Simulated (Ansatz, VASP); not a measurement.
# Two plane-wave programs on GaSiP

```
Ga Si P
1.0
     3.72944    0.00000    0.00000
     0.00000    3.72944    0.00000
     0.00000    0.00000    6.56336
Ga Si P
2 2 2
Cartesian
  1.8647 0.0000 1.3488
  0.0000 1.8647 5.2146
  1.8647 0.0000 4.2563
  0.0000 1.8647 2.3070
  0.0000 0.0000 0.0000
  1.8647 1.8647 0.0000
```

Alike in both runs: task relaxation of cell and atoms; functional PBE; k mesh 6 × 6 × 4; occupations gaussian, width 0.1 eV; no spin polarisation.

```csv
,VASP,Ansatz
version,VASP 6.6.1,Ansatz 0.2.0
potentials or method,"VASP PAW PBE potentials, release 64 (Ga_d, Si, P), cutoff 600 eV","scalar-relativistic, plane waves, PAW"
valence electrons in the cell,44,44
```

```csv
,VASP,Ansatz,Ansatz less VASP
"gap on the k mesh at the Fermi level, each at its own relaxed structure (eV)",none,none,-
relaxed volume (Å³/atom),17.24,20.51,+3.269
relaxed length of the cell vector where the two differ most in proportion (Å),3.356,3.858,+0.5019
```

A gap of «none» marks a metal or a gap that the smearing closes. One of these differences is far larger than is usual between the two programs; its cause wasn't traced.

Noted on VASP's run: too few bands were computed for a metal, which touches its energy and stress.
